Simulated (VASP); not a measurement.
# Tl (P6_3/mmc) in VASP: further runs

The runs below take Tl through single point, with PBE.

All numbers are computed with VASP 6.6.1; they aren't measurements. Logs are shortened: lines on timing, memory, paths and dates and some standing lists are left out, and cuts for length are marked.

## 1. The cell of the first run

The structure is hexagonal, space group P6_3/mmc (No. 194). Conventional cell: a = 3.590 Å, b = 3.590 Å, c = 5.642 Å, α = 90.00°, β = 90.00°, γ = 120.00°. Tl (site symmetry -6m2) has 12 Tl at 3.50 to 3.59 Å within 4.6 Å.

## 2. Single point, PBE

INCAR

```
PREC = Accurate ; ENCUT = 520
EDIFF = 1E-7 ; ISMEAR = -1
SIGMA = 0.1 ; LREAL = False
LASPH = True ; NELM = 60
ALGO = Normal ; ISIF = 2
LWAVE = False ; LCHARG = False
GGA = PE ; NBANDS = 20
```

KPOINTS

```
Automatic mesh
0
Gamma
  10 10 6
```

POSCAR

```
Tl
1.0
    3.5902820628      0.0000000000      0.0000000000
   -1.7951410314      3.1092754731      0.0000000000
    0.0000000000      0.0000000000      5.6419406004
Tl
2
Direct
    0.3333333333      0.6666666667      0.2500000000
    0.6666666667      0.3333333333      0.7500000000
```

Potentials or basis: VASP PAW PBE potentials, release 64 (Tl_d).

Started as:

```
$ cat potpaw_PBE.64/Tl_d/POTCAR > POTCAR
$ mpirun -np 1 vasp_std > vasp.out
```

OUTCAR:

```text
PREC = Accurate
   ENCUT = 520
   EDIFF = 1E-7
   ISMEAR = -1
   LREAL = False
   LASPH = True
   NELM = 60
   ISIF = 2
   GGA = PE

 ion  position               nearest neighbor table
   1  0.333  0.667  0.250-   2 3.50   2 3.50   2 3.50   2 3.50   2 3.50   2 3.50
   2  0.667  0.333  0.750-   1 3.50   1 3.50   1 3.50   1 3.50   1 3.50   1 3.50

  LATTYP: Found a hexagonal cell.
 ALAT       =     3.5902820628
 C/A-ratio  =     1.5714477308

  Lattice vectors:

 A1 = (   3.5902820628,   0.0000000000,   0.0000000000)
 A2 = (  -1.7951410314,   3.1092754731,   0.0000000000)
 A3 = (   0.0000000000,   0.0000000000,   5.6419406004)

Analysis of symmetry for initial positions (statically):
=====================================================================
 Subroutine PRICEL returns:
 Original cell was already a primitive cell.

 Routine SETGRP: Setting up the symmetry group for a
 hexagonal supercell.

 Subroutine GETGRP returns: Found 24 space group operations
 (whereof 12 operations were pure point group operations)
 out of a pool of 24 trial point group operations.

The static configuration has the point symmetry D_3d.
 The point group associated with its full space group is D_6h.

Analysis of symmetry for dynamics (positions and initial velocities):
=====================================================================
 Subroutine PRICEL returns:
 Original cell was already a primitive cell.

 Routine SETGRP: Setting up the symmetry group for a
 hexagonal supercell.

 Subroutine GETGRP returns: Found 24 space group operations
 (whereof 12 operations were pure point group operations)
 out of a pool of 24 trial point group operations.

The dynamic configuration has the point symmetry D_3d.
 The point group associated with its full space group is D_6h.

 Subroutine INISYM returns: Found 24 space group operations
 (whereof 12 operations are pure point group operations),
 and found     1 'primitive' translations

----------------------------------------------------------------------------------------

                                     Primitive cell

  volume of cell :      62.9820

  direct lattice vectors                    reciprocal lattice vectors
     3.590282063  0.000000000  0.000000000     0.278529648  0.160809167  0.000000000
    -1.795141031  3.109275473  0.000000000     0.000000000  0.321618335  0.000000000
     0.000000000  0.000000000  5.641940600     0.000000000  0.000000000  0.177243979

  length of vectors
     3.590282063  3.590282063  5.641940600     0.321618335  0.321618335  0.177243979

  position of ions in fractional coordinates (direct lattice)
     0.333333333  0.666666667  0.250000000
     0.666666667  0.333333333  0.750000000

  ion indices of the primitive-cell ions
   primitive index   ion index
                 1           1
                 2           2

----------------------------------------------------------------------------------------

 KPOINTS: Automatic mesh

Automatic generation of k-mesh.
 Grid dimensions read from file:
 generate k-points for:   10   10    6

 Generating k-lattice:

  Cartesian coordinates                     Fractional coordinates (reciprocal lattice)
     0.027852965  0.016080917  0.000000000     0.100000000  0.000000000  0.000000000
     0.000000000  0.032161833  0.000000000     0.000000000  0.100000000  0.000000000
     0.000000000  0.000000000  0.029540663     0.000000000  0.000000000  0.166666667

  Length of vectors
     0.032161833  0.032161833  0.029540663

  Shift w.r.t. Gamma in fractional coordinates (k-lattice)
     0.000000000  0.000000000  0.000000000

 Subroutine IBZKPT returns following result:
 ===========================================

 Found     56 irreducible k-points:

 Following reciprocal coordinates:
            Coordinates               Weight
  0.000000  0.000000  0.000000      1.000000
  0.100000 -0.000000  0.000000      6.000000
  0.200000 -0.000000  0.000000      6.000000
  0.300000  0.000000  0.000000      6.000000
  0.400000  0.000000  0.000000      6.000000
  0.500000  0.000000  0.000000      3.000000
[... 16 lines left out ...]
  0.300000  0.100000  0.166667     24.000000
  0.400000  0.100000  0.166667     24.000000
 [... further k-points ...]
   k-points           NKPTS =     56   k-points in BZ     NKDIM =     56   number of bands    NBANDS=     20
   number of dos      NEDOS =    301   number of ions     NIONS =      2
   total plane-waves  NPLWV =  32928
   dimension x,y,z NGX =    28 NGY =   28 NGZ =   42
   dimension x,y,z NGXF=    56 NGYF=   56 NGZF=   84
   ions per type =               2
   NGX,Y,Z   is equivalent  to a cutoff of  12.97, 12.97, 12.38 a.u.
   NGXF,Y,Z  is equivalent  to a cutoff of  25.93, 25.93, 24.75 a.u.
 SYSTEM =  unknown system
   PREC   = accura    normal or accurate (medium, high low for compatibility)
   ISTART =      0    job   : 0-new  1-cont  2-samecut
   ICHARG =      2    charge: 1-file 2-atom 10-const
   ISPIN  =      1    spin polarized calculation?
   LNONCOLLINEAR =      F non collinear calculations
   LSORBIT =      F    spin-orbit coupling
   LASPH  =      T    aspherical Exc in radial PAW
   ENCUT  =  520.0 eV  38.22 Ry    6.18 a.u.   6.68  6.68 10.49*2*pi/ulx,y,z
   NELM   =     60;   NELMIN=  2; NELMDL= -5     # of ELM steps
   EDIFF  = 0.1E-06   stopping-criterion for ELM
   LREAL  =      F    real-space projection
   EDIFFG = 0.1E-05   stopping-criterion for IOM
   NSW    =      0    number of steps for IOM
   IBRION =     -1    ionic relax: 0-MD 1-quasi-New 2-CG
   NFREE  =      0    steps in history (QN), initial steepest desc. (CG)
   ISIF   =      2    stress and relaxation
   ISYM   =      2    0-nonsym 1-usesym 2-fastsym
   POTIM  = 0.5000    time-step for ionic-motion
   TEBEG  =    0.0;   TEEND  =   0.0 temperature during run
   PSTRESS=    0.0 pullay stress
   NELECT =      26.0000    total number of electrons
   NUPDOWN=      -1.0000    fix difference up-down
   EMIN   =  10.00;   EMAX   =-10.00  energy-range for DOS
   EFERMI =   0.00;   METHOD = LEGACY
   ISMEAR =    -1;   SIGMA  =   0.10  broadening in eV -4-tet -1-fermi 0-gaus
   EFERMI_NEDOS =   21; number of points for ismear=-14 and -15
   IALGO  =     38    algorithm
   IMIX   =      4    mixing-type and parameters
     AMIX     =   0.40;   BMIX     =  1.00
     AMIX_MAG =   1.60;   BMIX_MAG =  1.00
  volume/ion in A,a.u.               =      31.49       212.51
  Fermi-wavevector in a.u.,A,eV,Ry     =   1.218972  2.303524 20.216810  1.485894
  Thomas-Fermi vector in A             =   2.354240
   LORBIT       =      0    0 simple, 1 ext, 2 COOP (PROOUT), +10 PAW based schemes
   GGA     = PE    functional components
   LHFCALC =     F    Hartree Fock is set to
   AEXX    =    0.0000 exact exchange contribution
   IVDW    =     0    specifies the selected vdW correction
   LEPSILON=     F    determine dielectric tensor
   LRPA    =     F    only Hartree local field effects (RPA)
 non-spin polarized calculation
  energy-cutoff  :      520.00
  volume of cell :       62.98
 maximum number of plane-waves:      1731
 NGX is ok and might be reduce to    28
   NGX = 13   NGY = 13   NGZ = 21

 number of electron      26.0000008 magnetization

 Free energy of the ion-electron system (eV)
  ---------------------------------------------------
  ext. energy  EPLUGINS =         0.00000000
  ---------------------------------------------------
  free energy    TOTEN  =        -4.47386462 eV

  energy without entropy =       -4.43966148  energy(sigma->0) =       -4.45676305

 E-fermi :   5.6522     XC(G=0):  -9.7160

 val. band max:        5.6043877483   @ k =   0.4000   0.0000   0.3333
 cond. band min:       5.6701181428   @ k =   0.3000   0.1000   0.5000
 fundamental gap:      0.0657303945
 Fermi energy:         5.6522446194

 k-point     1 :       0.0000    0.0000    0.0000
  band No.  band energies     occupation
      1      -6.0130      2.00000
      2      -5.8475      2.00000
      3      -5.8475      2.00000
      4      -5.8460      2.00000
      5      -5.8050      2.00000
      6      -5.8050      2.00000
[... 12 lines left out ...]
     19      15.6595      0.00000
     20      15.9877      0.00000

 k-point     2 :       0.1000   -0.0000    0.0000
  band No.  band energies     occupation
      1      -5.9938      2.00000
      2      -5.8846      2.00000
      3      -5.8157      2.00000
      4      -5.8078      2.00000
      5      -5.7956      2.00000
      6      -5.7906      2.00000
[... 12 lines left out ...]
     19      15.8393      0.00000
     20      16.6204      0.00000

 k-point     3 :       0.2000   -0.0000    0.0000
  band No.  band energies     occupation
      1      -6.0032      2.00000
      2      -5.8799      2.00000
      3      -5.8416      2.00000
      4      -5.8238      2.00000
      5      -5.8061      2.00000
      6      -5.7315      2.00000
[... 12 lines left out ...]
     19      14.7688      0.00000
     20      16.6462      0.00000

 k-point     4 :       0.3000    0.0000    0.0000
  band No.  band energies     occupation
      1      -6.0596      2.00000
      2      -5.9154      2.00000
      3      -5.8888      2.00000
      4      -5.8637      2.00000
      5      -5.7600      2.00000
      6      -5.6445      2.00000
[... 12 lines left out ...]
     19      14.0273      0.00000
     20      15.7695      0.00000

 k-point     5 :       0.4000    0.0000    0.0000
  band No.  band energies     occupation
      1      -6.1078      2.00000
      2      -5.9810      2.00000
      3      -5.9168      2.00000
      4      -5.8936      2.00000
      5      -5.7120      2.00000
      6      -5.6840      2.00000
[... 12 lines left out ...]
     19      13.4310      0.00000
     20      15.2366      0.00000

 k-point     6 :       0.5000    0.0000    0.0000
  band No.  band energies     occupation
      1      -6.1260      2.00000
      2      -6.0068      2.00000
      3      -5.9291      2.00000
      4      -5.9046      2.00000
      5      -5.6972      2.00000
      6      -5.6944      2.00000
[... 12 lines left out ...]
     19      13.2135      0.00000
     20      15.0578      0.00000

 k-point     7 :       0.1000    0.1000    0.0000
  band No.  band energies     occupation
      1      -5.9708      2.00000
      2      -5.9155      2.00000
      3      -5.8241      2.00000
      4      -5.8141      2.00000
      5      -5.7942      2.00000
      6      -5.7622      2.00000
[... 12 lines left out ...]
     19      15.6233      0.00000
     20      16.5277      0.00000
[... 277 lines left out ...]
 k-point    20 :       0.5000    0.0000    0.1667
  band No.  band energies     occupation
      1      -6.1080      2.00000
      2      -6.0435      2.00000
      3      -5.9100      2.00000
      4      -5.8768      2.00000
      5      -5.7785      2.00000
      6      -5.6564      2.00000
[... 12 lines left out ...]
     19      13.3097      0.00000
     20      14.5761      0.00000

 k-point    21 :       0.1000    0.1000    0.1667
  band No.  band energies     occupation
      1      -5.9654      2.00000
      2      -5.9079      2.00000
      3      -5.8558      2.00000
      4      -5.8224      2.00000
      5      -5.8060      2.00000
      6      -5.7546      2.00000
[... 12 lines left out ...]
     19      15.5478      0.00000
     20      16.0831      0.00000

 k-point    22 :       0.2000    0.1000    0.1667
  band No.  band energies     occupation
      1      -5.9932      2.00000
      2      -5.9176      2.00000
      3      -5.8811      2.00000
      4      -5.8442      2.00000
      5      -5.7848      2.00000
      6      -5.6891      2.00000
[... 12 lines left out ...]
     19      15.1978      0.00000
     20      15.8587      0.00000

 k-point    23 :       0.3000    0.1000    0.1667
  band No.  band energies     occupation
      1      -6.0417      2.00000
      2      -5.9810      2.00000
      3      -5.8779      2.00000
      4      -5.8719      2.00000
      5      -5.7546      2.00000
      6      -5.6943      2.00000
[... 12 lines left out ...]
     19      14.7601      0.00000
     20      15.1256      0.00000

 k-point    24 :       0.4000    0.1000    0.1667
  band No.  band energies     occupation
      1      -6.0694      2.00000
      2      -6.0305      2.00000
      3      -5.8905      2.00000
      4      -5.8733      2.00000
      5      -5.7781      2.00000
      6      -5.6620      2.00000
[... 12 lines left out ...]
     19      14.5307      0.00000
     20      14.7634      0.00000

 [... further k-points ...]
[... 5 lines left out ...]
  --------------------------------------------------------------------------------------
  -------------------------------------------------------------------------------------
  Total       -0.0718042     -0.0718042      0.0577879      0.0000000     -0.0000000      0.0000000
  in kB       -1.8266037     -1.8266037      1.4700459      0.0000000     -0.0000000      0.0000000
  external PRESSURE =      -0.7277205 kB  Pullay stress =       0.0000000 kB

 VOLUME and BASIS-vectors are now :
 -----------------------------------------------------------------------------
  energy-cutoff  :      520.00
  volume of cell :       62.98
      direct lattice vectors                 reciprocal lattice vectors
     3.590282063  0.000000000  0.000000000     0.278529648  0.160809167  0.000000000
    -1.795141031  3.109275473  0.000000000     0.000000000  0.321618335  0.000000000
     0.000000000  0.000000000  5.641940600     0.000000000  0.000000000  0.177243979

 POSITION                                       TOTAL-FORCE (eV/Angst)
 -----------------------------------------------------------------------------------
     -0.00000      2.07285      1.41049        -0.000000      0.000000      0.000000
      1.79514      1.03643      4.23146         0.000000     -0.000000      0.000000
 -----------------------------------------------------------------------------------
    total drift:                               -0.000000      0.000000      0.000000

  FREE ENERGIE OF THE ION-ELECTRON SYSTEM (eV)
  ---------------------------------------------------
  free  energy   TOTEN  =        -4.4738646212 eV

  energy  without entropy=       -4.4396614809  energy(sigma->0) =       -4.45676305
```

Wall time 89 s (1 thread of Intel Xeon 8259CL, shared host); peak memory 0.21 GiB.

What came out:

| Property | Result |
| --- | --- |
| Free energy | -4.4739 eV |
| Pressure | -0.1 GPa |
| Band gap on the k mesh | zero (bands 13 and 14 overlap by 5.28 eV) |

Caveat: spin-orbit coupling is left out, which moves the levels of the heavy elements.

## 3. Single point, PBE

INCAR

```
SYSTEM = Tl
PREC = Accurate ; ENCUT = 520
EDIFF = 1E-6 ; ISMEAR = -1
SIGMA = 0.1 ; LREAL = .FALSE.
LASPH = .TRUE. ; NELM = 100
ALGO = Normal ; ISIF = 2
LWAVE = .FALSE. ; LCHARG = .FALSE.
GGA = PE ; NBANDS = 20
```

KPOINTS

```
Automatic mesh
0
G
  10 10 6
  0 0 0
```

POSCAR is that of step 2.

Potentials or basis: VASP PAW PBE potentials, release 64 (Tl_d).

Started as:

```
$ cat potpaw_PBE.64/Tl_d/POTCAR > POTCAR
$ mpirun -np 1 vasp_std > vasp.out
```

It took 78 s on 1 thread of Intel Xeon 8259CL, shared host; peak memory 0.21 GiB.

Results (log left out):

| Item | Value |
| --- | --- |
| Free energy | -4.4739 eV |
| Pressure | -0.1 GPa |
| Band gap on the k mesh | zero (bands 13 and 14 overlap by 5.28 eV) |

Stress tensor (GPa, compression positive):
```
-0.19  0.00  0.00
 0.00 -0.19  0.00
 0.00  0.00  0.14
```

Levels at points of the mesh, in eV from the Fermi level:
```
           k point  band 11  band 12  band 13  band 14  band 15  band 16
(0.00, 0.00, 0.00)    -9.47    -5.05    -2.45     7.12     7.12     9.04
(0.50, 0.00, 0.00)    -5.81    -4.68    -0.75     0.60     1.30     3.52
(0.00, 0.00, 0.50)    -8.14    -8.14     3.21     3.21     8.04     8.04
(0.50, 0.00, 0.50)    -4.86    -4.86    -2.01    -2.01     5.07     5.07
```

Caveat: spin-orbit coupling is left out, which moves the levels of the heavy elements.
